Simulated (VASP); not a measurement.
Al2RuCN2: single point with PBE

The system is Al2RuCN2.

```
Al Ru C N
1.0
     3.24514    0.00000    0.00000
     0.00000    3.24514    0.00000
     0.00000    0.00000    5.69998
Al Ru C N
2 1 1 2
Direct
  0.50000 0.50000 0.75311
  0.50000 0.50000 0.24689
  0.00000 0.00000 0.00000
  0.00000 0.00000 0.50000
  0.00000 0.50000 0.50000
  0.50000 0.00000 0.50000
```

The cell was generated, and may not be a known phase.

```yaml
Program: VASP 6.6.1
Task: single point
Functional: PBE
Potentials_or_basis: VASP PAW PBE potentials, release 64 (Al, Ru_pv, C, N)
Cutoff: 520 eV
k_mesh: 6 × 6 × 4
Occupations: gaussian, width 0.1 eV
Spin: collinear spin, ferromagnetic start
Starting_moments: "[0.0, 0.0, 1.0, 0.0, 0.0, 0.0] μB"
Dipole_correction: no
Further_INCAR_settings: ALGO = Normal; EDIFF = 1e-06; NBANDS = 30
```

```
Pressure                                              : 0.1 GPa
Largest force                                         : 0.015 eV/Å
Band gap on the k mesh                                : zero (filled and empty bands overlap)
Net moment                                            : 0.00 μB per cell
Valence electrons inside the program's atomic spheres : Al 0.70; Ru 12.69; C 2.15; N 3.76
```

Forces in eV/Å, atoms in the order of the input:
```
Al   0.000  0.000  0.015
Al   0.000  0.000 -0.015
Ru   0.000  0.000  0.000
C    0.000  0.000  0.000
N    0.000  0.000  0.000
N    0.000  0.000  0.000
```

Stress tensor (GPa, compression positive):
```
 0.10  0.00  0.00
 0.00  0.10  0.00
 0.00  0.00 -0.02
```

Levels at points of the mesh, in eV from the Fermi level:
Spin up:
```csv
k point,band 14,band 15,band 16,band 17,band 18,band 19,band 20,band 21
"(0.00, 0.00, 0.00)",-1.75,-1.59,-1.07,-1.07,-0.24,0.69,2.54,5.65
"(0.50, 0.00, 0.00)",-1.59,-1.54,-1.12,-0.72,1.17,1.39,3.48,4.26
"(0.50, 0.50, 0.00)",-0.71,-0.30,-0.30,-0.27,0.84,0.85,1.09,4.11
"(0.00, 0.00, 0.50)",-1.77,-1.57,-0.83,-0.83,-0.24,-0.22,2.51,4.34
"(0.50, 0.00, 0.50)",-2.46,-1.67,-0.61,-0.25,1.10,1.55,2.29,3.22
"(0.50, 0.50, 0.50)",-0.26,0.84,0.95,1.09,1.35,1.35,2.87,3.98
```
Spin down:
```tsv
k point	band 14	band 15	band 16	band 17	band 18	band 19	band 20	band 21
(0.00, 0.00, 0.00)	-1.75	-1.59	-1.07	-1.07	-0.24	0.69	2.54	5.65
(0.50, 0.00, 0.00)	-1.59	-1.54	-1.12	-0.72	1.17	1.39	3.48	4.26
(0.50, 0.50, 0.00)	-0.71	-0.30	-0.30	-0.27	0.84	0.85	1.09	4.11
(0.00, 0.00, 0.50)	-1.77	-1.57	-0.83	-0.83	-0.24	-0.22	2.51	4.34
(0.50, 0.00, 0.50)	-2.46	-1.67	-0.61	-0.25	1.10	1.55	2.29	3.22
(0.50, 0.50, 0.50)	-0.26	0.84	0.95	1.09	1.35	1.35	2.87	3.98
```

Run time: 34 s on 1 thread of Intel(R) Xeon(R) 6975P-C (Granite Rapids) (shared host), peak memory 0.23 GiB.
